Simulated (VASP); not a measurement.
# SnO (Romarchite): single point with r2SCAN

Crystal: SnO (Romarchite).

```xyz
4
Lattice="3.8083 0.0000 0.0000 0.0000 3.8083 0.0000 0.0000 0.0000 4.9458" Properties=species:S:1:pos:R:3 pbc="T T T"
Sn    1.9041    0.0000    1.1471
Sn    0.0000    1.9041    3.7987
O     0.0000    0.0000    0.0000
O     1.9041    1.9041    0.0000
```

| Quantity | Value |
| --- | --- |
| Program | VASP 6.6.1 |
| Task | single point |
| Functional | r2SCAN |
| Potentials or basis | VASP PAW PBE potentials, release 64 (Sn_d, O) |
| Cutoff | 520 eV |
| k mesh | 5 × 5 × 4 |
| Occupations | methfessel-paxton, width 0.109 eV |
| Spin | no spin polarisation |
| Dipole correction | no |
| Further INCAR settings | ALGO = Normal; EDIFF = 1e-06; NBANDS = 28 |

The pressure is 0.6 GPa and the largest force is 0.144 eV/Å. The band gap on the k mesh is 0.79 eV, indirect (least direct gap 2.34 eV).

Forces on the atoms (eV/Å):
```
Sn   0.000  0.000  0.144
Sn   0.000  0.000 -0.144
O    0.000  0.000  0.000
O    0.000  0.000  0.000
```

Levels at points of the mesh, in eV from the valence-band top:
```
           k point  band 18  band 19  band 20  band 21  band 22  band 23
(0.00, 0.00, 0.00)    -3.56    -3.56     0.00     2.34     4.36     5.04
(0.00, 0.00, 0.50)    -3.57    -3.24    -2.50     1.98     3.32     3.32
```

Run time: 67 s on 1 thread of Intel(R) Xeon(R) 6975P-C (Granite Rapids) (shared host), peak memory 0.19 GiB.

Caveat: the PAW data sets were made with another functional, which shifts forces and pressure a little; spin-orbit coupling is left out, which moves the levels of the heavy elements. A k mesh can miss the band edges.
